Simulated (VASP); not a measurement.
The system is InRuS3.

```
CELL_PARAMETERS angstrom
3.31119 1.91172 2.71352
-3.31119 1.91172 2.71352
0.00000 -3.82343 2.71352
ATOMIC_POSITIONS crystal
In 0.44840 0.44840 0.44840
Ru 0.94885 0.94885 0.94885
S 0.03151 0.48580 0.03151
S 0.48580 0.03151 0.03151
S 0.03151 0.03151 0.48580
```

* Program: VASP 6.6.1
* Task: relaxation of cell and atoms
* Functional: PBE
* Potentials or basis: VASP PAW PBE potentials, release 64 (In_d, Ru_sv, S)
* Cutoff: 560 eV
* k mesh: 6 × 6 × 6
* Occupations: gaussian, width 0.1 eV
* Spin: no spin polarisation

At the start: pressure -0.3 GPa; volume 20.61 Å³/atom.

**Question.** How do energy, volume and symmetry change on relaxing?

**Answer.** Over 12 steps the energy falls by 2.7 meV/atom and the volume is 20.52 Å³/atom (-0.4 %); space group R3m (No. 160, to 0.1 Å) before and after.

The path:
```tsv
step	energy change (eV)	largest force (eV/Å)	pressure (GPa)	volume (Å³)
1	0.0000	0.2350	-0.28	103.06
2	-0.0043	0.1873	0.06	102.52
3	-0.0065	0.0978	0.56	101.77
4	-0.0086	0.1144	0.21	102.08
5	-0.0089	0.1264	0.03	102.22
6	-0.0100	0.1142	-0.01	102.34
7	-0.0120	0.0752	-0.13	102.68
8	-0.0102	0.1181	-0.32	103.36
9	-0.0123	0.0533	-0.19	102.86
10	-0.0127	0.0703	0.22	102.49
11	-0.0127	0.0646	0.14	102.56
12	-0.0134	0.0380	0.14	102.62
```

Final structure:
```xyz
5
Lattice="3.3275 1.9211 2.6756 -3.3275 1.9211 2.6756 0.0000 -3.8422 2.6756" Properties=species:S:1:pos:R:3 pbc="T T T"
In    0.0000    0.0000    3.5438
Ru    0.0000    0.0000    7.6674
S    -1.5245    0.8802    1.4699
S     1.5245    0.8802    1.4699
S     0.0000   -1.7603    1.4699
```

Caveat: an odd number of electrons without spin polarisation forces a metal; a magnetic or distorted state may lie lower.
